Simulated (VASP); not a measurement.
# MnSb: single point with RPBE+U

MnSb:

```
Mn Sb
1.0
     0.00000    2.79502    2.79502
     2.79502    0.00000    2.79502
     2.79502    2.79502    0.00000
Mn Sb
1 1
Direct
  0.00000 0.00000 0.00000
  0.50000 0.50000 0.50000
```

- Program: VASP 6.6.1
- Task: single point
- Functional: RPBE
- Potentials or basis: VASP PAW PBE potentials, release 64 (Mn_pv, Sb)
- Cutoff: 500 eV
- k mesh: 2 × 3 × 1, shifted
- Occupations: gaussian, width 0.1 eV
- Spin: collinear spin, ferrimagnetic start
- Starting moments: [4.18, -0.12] μB
- Hubbard terms: Mn d U = 7.0 eV, J = 0.96 eV

```json
{
 "Pressure": "11.9 GPa",
 "Net moment": "4.33 μB per cell",
 "Site moments": "Mn +4.51; Sb -0.20 μB",
 "Valence electrons inside the program's atomic spheres": "Mn 11.38; Sb 2.52"
}
```

Stress tensor (GPa, compression positive):
```
 9.11  4.99 -1.22
 4.99 13.31 -3.20
-1.22 -3.20 13.18
```

Levels at points of the mesh, in eV from the Fermi level:
Spin up:
```csv
k point,band 9,band 10,band 11,band 12,band 13,band 14
"(0.12, 0.08, 0.25)",-5.57,-0.87,0.68,2.06,6.15,6.32
```
Spin down:
```
           k point  band 5  band 6  band 7  band 8  band 9  band 10
(0.12, 0.08, 0.25)   -1.23   -0.33    0.33    2.58    2.74     3.38
```

Eigenvalues of the final occupation matrices:
| site | spin | trace | eigenvalues |
| --- | --- | --- | --- |
| site 1 d | 1 | 4.65 | 0.91 0.93 0.94 0.94 0.94 |
| site 1 d | 2 | 0.23 | 0.01 0.02 0.03 0.06 0.11 |

Run time: 27 s on 1 thread of Intel(R) Xeon(R) Platinum 8259CL CPU @ 2.50GHz (Skylake/Cascade Lake) (shared host), peak memory 0.18 GiB.

Caveat: the k points lie up to 1.95 Å⁻¹ apart; the PAW data sets were made with another functional, which shifts forces and pressure a little; spin-orbit coupling is left out, which moves the levels of the heavy elements; a cell with one magnetic atom can't hold antiferromagnetic order, which such compounds often take; the U is typed as a test and isn't derived for this compound. The state reached can hang on the start; a lower one may exist.
